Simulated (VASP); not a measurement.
# Mg3ZnTe4 (P3m1) in VASP: single point with PBE

Aim: the single point of Mg3ZnTe4 with PBE.

All numbers are computed with VASP 6.6.1; they aren't measurements. Logs are shortened: lines on timing, memory, paths and dates and some standing lists are left out, and cuts for length are marked.

### 1 The cell of the first run

It takes space group P3m1 (No. 156, trigonal). Conventional cell: a = 4.538 Å, b = 4.538 Å, c = 14.911 Å, α = 90.00°, β = 90.00°, γ = 120.00°. Within 3.7 Å of Mg (site symmetry 3m) lie 4 Te at 2.80 to 2.83 Å. Mg (site symmetry 3m) has 4 Te at 2.79 to 2.82 Å within 3.7 Å. Mg (site symmetry 3m) has 4 Te at 2.80 to 2.82 Å within 3.7 Å. Within 3.5 Å of Zn (site symmetry 3m) lie 4 Te at 2.69 to 2.75 Å. Within 3.6 Å of Te (site symmetry 3m) lie 3 Zn at 2.75 Å and 1 Mg at 2.83 Å. Within 3.7 Å of Te (site symmetry 3m) lie 4 Mg at 2.80 to 2.82 Å. Te (site symmetry 3m) has 1 Zn at 2.69 Å and 3 Mg at 2.79 Å within 3.5 Å. Within 3.7 Å of Te (site symmetry 3m) lie 4 Mg at 2.80 to 2.82 Å.

### 2 Single point, PBE

Contents of POSCAR:

```
Mg3ZnTe4
1.0
    4.5375217717      0.0000000000      0.0000000000
   -2.2687608858      3.9296091245      0.0000000000
    0.0000000000      0.0000000000     14.9108318000
Mg Zn Te
3 1 4
Direct
    0.6666666667      0.3333333333      0.0049170000
    0.6666666667      0.3333333333      0.4954430000
    0.0000000000      0.0000000000      0.7502890000
    0.0000000000      0.0000000000      0.2503810000
    0.6666666667      0.3333333333      0.1947550000
    0.6666666667      0.3333333333      0.6844970000
    0.0000000000      0.0000000000      0.4304960000
    0.0000000000      0.0000000000      0.9392220000
```

Contents of INCAR.step1:

```
SYSTEM = Mg3ZnTe4
PREC     = Accurate       ! precision mode
ENCUT    = 520            ! plane-wave cutoff, eV
EDIFF    = 1E-6           ! SCF threshold, eV
ISMEAR   = 0              ! smearing method
SIGMA    = 0.02           ! smearing width, eV
LREAL    = .FALSE.        ! projectors in reciprocal space
LASPH    = .TRUE.         ! aspherical terms in the spheres
NELM     = 60             ! most SCF steps
ALGO     = Normal         ! electronic algorithm
ISIF     = 2              ! what is computed and relaxed
LWAVE    = .FALSE.        ! write WAVECAR
LCHARG   = .TRUE.         ! write CHGCAR
GGA      = PE             ! functional
NBANDS   = 31             ! bands
```

Contents of KPOINTS.step1:

```
regular mesh
0
G
  6 6 2
  0 0 0
```

Contents of INCAR.step2:

```
SYSTEM = Mg3ZnTe4
PREC     = Accurate       ! precision mode
ENCUT    = 520            ! plane-wave cutoff, eV
EDIFF    = 1E-6           ! SCF threshold, eV
ISMEAR   = -5             ! smearing method
SIGMA    = 0.02           ! smearing width, eV
LREAL    = .FALSE.        ! projectors in reciprocal space
LASPH    = .TRUE.         ! aspherical terms in the spheres
NELM     = 60             ! most SCF steps
ALGO     = Normal         ! electronic algorithm
ISIF     = 2              ! what is computed and relaxed
LWAVE    = .FALSE.        ! write WAVECAR
LCHARG   = .FALSE.        ! write CHGCAR
GGA      = PE             ! functional
LORBIT   = 11             ! projections on sites
NBANDS   = 31             ! bands
NEDOS    = 2001           ! points of the DOS
ICHARG   = 11             ! starting density
```

Contents of KPOINTS.step2:

```
regular mesh
0
G
  9 9 3
  0 0 0
```

Potentials or basis: VASP PAW PBE potentials, release 64 (Mg, Zn, Te).

Command:

```console
$ cat potpaw_PBE.64/Mg/POTCAR potpaw_PBE.64/Zn/POTCAR potpaw_PBE.64/Te/POTCAR > POTCAR
$ cp INCAR.step1 INCAR
$ cp KPOINTS.step1 KPOINTS
$ mpirun -np 1 vasp_std > vasp.out
$ cp INCAR.step2 INCAR
$ cp KPOINTS.step2 KPOINTS
$ mpirun -np 1 vasp_std > vasp.out
```

OUTCAR:

```text
SYSTEM = Mg3ZnTe4
   PREC = Accurate
   ENCUT = 520
   EDIFF = 1E-6
   ISMEAR = -5
   LREAL = .FALSE.
   LASPH = .TRUE.
   NELM = 60
   ISIF = 2
   GGA = PE
   LORBIT = 11
   ICHARG = 11

 ion  position               nearest neighbor table
   1  0.667  0.333  0.005-   8 2.80   8 2.80   8 2.80   5 2.83
   2  0.667  0.333  0.495-   7 2.79   7 2.79   7 2.79   6 2.82
   3  0.000  0.000  0.750-   6 2.80   6 2.80   6 2.80   8 2.82
   4  0.000  0.000  0.250-   7 2.69   5 2.75   5 2.75   5 2.75
   5  0.667  0.333  0.195-   4 2.75   4 2.75   4 2.75   1 2.83
   6  0.667  0.333  0.684-   3 2.80   3 2.80   3 2.80   2 2.82
   7  0.000  0.000  0.430-   4 2.69   2 2.79   2 2.79   2 2.79
   8  0.000  0.000  0.939-   1 2.80   1 2.80   1 2.80   3 2.82

  LATTYP: Found a hexagonal cell.
 ALAT       =     4.5375217717
 C/A-ratio  =     3.2861179627

  Lattice vectors:

 A1 = (   4.5375217717,   0.0000000000,   0.0000000000)
 A2 = (  -2.2687608858,   3.9296091245,   0.0000000000)
 A3 = (   0.0000000000,   0.0000000000,  14.9108318000)

Analysis of symmetry for initial positions (statically):
=====================================================================
 Subroutine PRICEL returns:
 Original cell was already a primitive cell.

 Routine SETGRP: Setting up the symmetry group for a
 hexagonal supercell.

 Subroutine GETGRP returns: Found  6 space group operations
 (whereof  6 operations were pure point group operations)
 out of a pool of 24 trial point group operations.

The static configuration has the point symmetry C_3v.

Analysis of symmetry for dynamics (positions and initial velocities):
=====================================================================
 Subroutine PRICEL returns:
 Original cell was already a primitive cell.

 Routine SETGRP: Setting up the symmetry group for a
 hexagonal supercell.

 Subroutine GETGRP returns: Found  6 space group operations
 (whereof  6 operations were pure point group operations)
 out of a pool of 24 trial point group operations.

The dynamic configuration has the point symmetry C_3v.

 Subroutine INISYM returns: Found  6 space group operations
 (whereof  6 operations are pure point group operations),
 and found     1 'primitive' translations

----------------------------------------------------------------------------------------

                                     Primitive cell

  volume of cell :     265.8704

  direct lattice vectors                    reciprocal lattice vectors
     4.537521772  0.000000000  0.000000000     0.220384617  0.127239118  0.000000000
    -2.268760886  3.929609125  0.000000000     0.000000000  0.254478236  0.000000000
     0.000000000  0.000000000 14.910831800     0.000000000  0.000000000  0.067065340

  length of vectors
     4.537521772  4.537521772 14.910831800     0.254478236  0.254478236  0.067065340

  position of ions in fractional coordinates (direct lattice)
     0.666666667  0.333333333  0.004917000
     0.666666667  0.333333333  0.495443000
     0.000000000  0.000000000  0.750289000
     0.000000000  0.000000000  0.250381000
     0.666666667  0.333333333  0.194755000
     0.666666667  0.333333333  0.684497000
     0.000000000  0.000000000  0.430496000
     0.000000000  0.000000000  0.939222000

  ion indices of the primitive-cell ions
   primitive index   ion index
                 1           1
                 2           2
                 3           3
                 4           4
                 5           5
                 6           6
                 7           7
                 8           8

----------------------------------------------------------------------------------------

 KPOINTS: regular mesh

Automatic generation of k-mesh.
 Grid dimensions read from file:
 generate k-points for:    9    9    3

 Generating k-lattice:

  Cartesian coordinates                     Fractional coordinates (reciprocal lattice)
     0.024487180  0.014137680  0.000000000     0.111111111 -0.000000000  0.000000000
     0.000000000  0.028275360  0.000000000     0.000000000  0.111111111  0.000000000
     0.000000000  0.000000000  0.022355113     0.000000000  0.000000000  0.333333333

  Length of vectors
     0.028275360  0.028275360  0.022355113

  Shift w.r.t. Gamma in fractional coordinates (k-lattice)
     0.000000000  0.000000000  0.000000000

 TETIRR: Found    321 inequivalent tetrahedra from     1458

 Subroutine IBZKPT returns following result:
 ===========================================

 Found     31 irreducible k-points:

 Following reciprocal coordinates:
            Coordinates               Weight
  0.000000  0.000000  0.000000      1.000000
  0.111111 -0.000000  0.000000      6.000000
  0.222222 -0.000000  0.000000      6.000000
  0.333333 -0.000000  0.000000      6.000000
  0.444444 -0.000000  0.000000      6.000000
  0.111111  0.111111  0.000000      6.000000
[... 16 lines left out ...]
  0.222222  0.111111  0.333333     12.000000
 -0.111111  0.333333  0.333333     12.000000
 [... further k-points ...]
   k-points           NKPTS =     31   k-points in BZ     NKDIM =     31   number of bands    NBANDS=     31
   number of dos      NEDOS =   2001   number of ions     NIONS =      8
   total plane-waves  NPLWV = 145152
   dimension x,y,z NGX =    36 NGY =   36 NGZ =  112
   dimension x,y,z NGXF=    72 NGYF=   72 NGZF=  224
   ions per type =               3   1   4
   NGX,Y,Z   is equivalent  to a cutoff of  13.19, 13.19, 12.49 a.u.
   NGXF,Y,Z  is equivalent  to a cutoff of  26.38, 26.38, 24.97 a.u.
 SYSTEM =  Mg3ZnTe4
   PREC   = accura    normal or accurate (medium, high low for compatibility)
   ISTART =      0    job   : 0-new  1-cont  2-samecut
   ICHARG =     11    charge: 1-file 2-atom 10-const
   ISPIN  =      1    spin polarized calculation?
   LNONCOLLINEAR =      F non collinear calculations
   LSORBIT =      F    spin-orbit coupling
   LASPH  =      T    aspherical Exc in radial PAW
   ENCUT  =  520.0 eV  38.22 Ry    6.18 a.u.   8.44  8.44 27.72*2*pi/ulx,y,z
   NELM   =     60;   NELMIN=  2; NELMDL=  0     # of ELM steps
   EDIFF  = 0.1E-05   stopping-criterion for ELM
   LREAL  =      F    real-space projection
   EDIFFG = 0.1E-04   stopping-criterion for IOM
   NSW    =      0    number of steps for IOM
   IBRION =     -1    ionic relax: 0-MD 1-quasi-New 2-CG
   NFREE  =      0    steps in history (QN), initial steepest desc. (CG)
   ISIF   =      2    stress and relaxation
   ISYM   =      2    0-nonsym 1-usesym 2-fastsym
   POTIM  = 0.5000    time-step for ionic-motion
   TEBEG  =    0.0;   TEEND  =   0.0 temperature during run
   PSTRESS=    0.0 pullay stress
   NELECT =      42.0000    total number of electrons
   NUPDOWN=      -1.0000    fix difference up-down
   EMIN   =  10.00;   EMAX   =-10.00  energy-range for DOS
   EFERMI =   0.00;   METHOD = LEGACY
   ISMEAR =    -5;   SIGMA  =   0.02  broadening in eV -4-tet -1-fermi 0-gaus
   EFERMI_NEDOS =   21; number of points for ismear=-14 and -15
   IALGO  =     38    algorithm
   IMIX   =      4    mixing-type and parameters
     AMIX     =   0.40;   BMIX     =  1.00
     AMIX_MAG =   1.60;   BMIX_MAG =  1.00
  volume/ion in A,a.u.               =      33.23       224.27
  Fermi-wavevector in a.u.,A,eV,Ry     =   0.884982  1.672374 10.655998  0.783194
  Thomas-Fermi vector in A             =   2.005955
   LORBIT       =     11    0 simple, 1 ext, 2 COOP (PROOUT), +10 PAW based schemes
   GGA     = PE    functional components
   LHFCALC =     F    Hartree Fock is set to
   AEXX    =    0.0000 exact exchange contribution
   IVDW    =     0    specifies the selected vdW correction
   LEPSILON=     F    determine dielectric tensor
   LRPA    =     F    only Hartree local field effects (RPA)
 non-spin polarized calculation
 Fermi weights with tetrahedron method with Bloechl corrections
  energy-cutoff  :      520.00
  volume of cell :      265.87
 maximum number of plane-waves:      7213
 NGX is ok and might be reduce to    36

 number of electron      42.0000014 magnetization

 Free energy of the ion-electron system (eV)
  ---------------------------------------------------
  ext. energy  EPLUGINS =         0.00000000
  ---------------------------------------------------
  free energy    TOTEN  =       -24.29750609 eV

  energy without entropy =      -24.29750609  energy(sigma->0) =      -24.29750609

 E-fermi :   2.0455     XC(G=0):  -7.9862

 val. band max:        2.0443094799   @ k =   0.0000   0.0000   0.0000
 cond. band min:       3.5187722945   @ k =   0.0000   0.0000   0.0000
 fundamental gap:      1.4744628146
 Fermi energy:         2.0454608795

 k-point     1 :       0.0000    0.0000    0.0000
  band No.  band energies     occupation
      1      -8.5500      2.00000
      2      -8.1925      2.00000
      3      -8.1201      2.00000
      4      -7.8336      2.00000
      5      -4.2406      2.00000
      6      -4.2406      2.00000
[... 23 lines left out ...]
     30       7.3846      0.00000
     31       7.5036      0.00000

 k-point     2 :       0.1111   -0.0000    0.0000
  band No.  band energies     occupation
      1      -8.4946      2.00000
      2      -8.1453      2.00000
      3      -8.0763      2.00000
      4      -7.8014      2.00000
      5      -4.2347      2.00000
      6      -4.2336      2.00000
[... 23 lines left out ...]
     30       7.4481      0.00000
     31       7.6208      0.00000

 k-point     3 :       0.2222   -0.0000    0.0000
  band No.  band energies     occupation
      1      -8.3431      2.00000
      2      -8.0199      2.00000
      3      -7.9599      2.00000
      4      -7.7207      2.00000
      5      -4.2160      2.00000
      6      -4.2147      2.00000
[... 703 lines left out ...]
     30       7.5191      0.00000
     31       7.6555      0.00000

 k-point    24 :      -0.1111    0.3333    0.3333
  band No.  band energies     occupation
      1      -8.2080      2.00000
      2      -7.9680      2.00000
      3      -7.7983      2.00000
      4      -7.6841      2.00000
      5      -4.2068      2.00000
      6      -4.1910      2.00000
[... 23 lines left out ...]
     30       7.5044      0.00000
     31       7.7124      0.00000

 [... further k-points ...]

------------------------ aborting loop because EDIFF is reached ----------------------------------------

  FORCE on cell =-STRESS in cart. coord.  units (eV):
  Direction    XX          YY          ZZ          XY          YZ          ZX
  --------------------------------------------------------------------------------------
  -------------------------------------------------------------------------------------
  Total       -0.0211706     -0.0211706      0.0171639     -0.0000000      0.0000000      0.0000000
  in kB       -0.1275772     -0.1275772      0.1034325     -0.0000000      0.0000000      0.0000000
  external PRESSURE =      -0.0505740 kB  Pullay stress =       0.0000000 kB

 VOLUME and BASIS-vectors are now :
 -----------------------------------------------------------------------------
  energy-cutoff  :      520.00
  volume of cell :      265.87
      direct lattice vectors                 reciprocal lattice vectors
     4.537521772  0.000000000  0.000000000     0.220384617  0.127239118  0.000000000
    -2.268760886  3.929609125  0.000000000     0.000000000  0.254478236  0.000000000
     0.000000000  0.000000000 14.910831800     0.000000000  0.000000000  0.067065340

 POSITION                                       TOTAL-FORCE (eV/Angst)
 -----------------------------------------------------------------------------------
      2.26876      1.30987      0.07332        -0.000000     -0.000000     -0.000187
      2.26876      1.30987      7.38747        -0.000000     -0.000000      0.001482
      0.00000      0.00000     11.18743        -0.000000     -0.000000     -0.000650
      0.00000      0.00000      3.73339        -0.000000      0.000000     -0.006366
      2.26876      1.30987      2.90396        -0.000000     -0.000000     -0.007219
      2.26876      1.30987     10.20642         0.000000     -0.000000      0.000769
      0.00000      0.00000      6.41905        -0.000000     -0.000000      0.012327
      0.00000      0.00000     14.00458        -0.000000     -0.000000     -0.000156
 -----------------------------------------------------------------------------------
    total drift:                               -0.000029      0.000017      0.000563

  FREE ENERGIE OF THE ION-ELECTRON SYSTEM (eV)
  ---------------------------------------------------
  free  energy   TOTEN  =       -24.2975060888 eV

  energy  without entropy=      -24.2975060888  energy(sigma->0) =      -24.29750609

 total charge

# of ion       s       p       d       tot
------------------------------------------
    1        0.175   0.127   0.023   0.325
    2        0.175   0.128   0.023   0.326
    3        0.174   0.126   0.023   0.323
    4        0.534   0.355   9.761  10.650
    5        1.347   2.050   0.017   3.414
    6        1.336   2.149   0.010   3.495
    7        1.339   2.130   0.014   3.483
    8        1.336   2.150   0.010   3.495
--------------------------------------------------
tot          6.414   9.216   9.881  25.510
```

It took 5.2 min on 1 thread of Intel Xeon Platinum 8375C at 2.90GHz (Ice Lake), shared host; peak memory 0.51 GiB.

What came out:

```
Valence electrons inside the program's atomic spheres : Mg 0.33, 0.32 (each value once); Zn 10.65; Te 3.41, 3.50, 3.48 (each value once)
```

Levels at points of the mesh, in eV from the valence-band top:
```
           k point  band 17  band 18  band 19  band 20  band 21  band 22  band 23  band 24  band 25  band 26
(0.00, 0.00, 0.00)    -0.31    -0.31    -0.09     0.00     0.00     1.47     2.56     3.15     3.39     4.88
```

Caveat: spin-orbit coupling is left out, which moves the levels of the heavy elements.
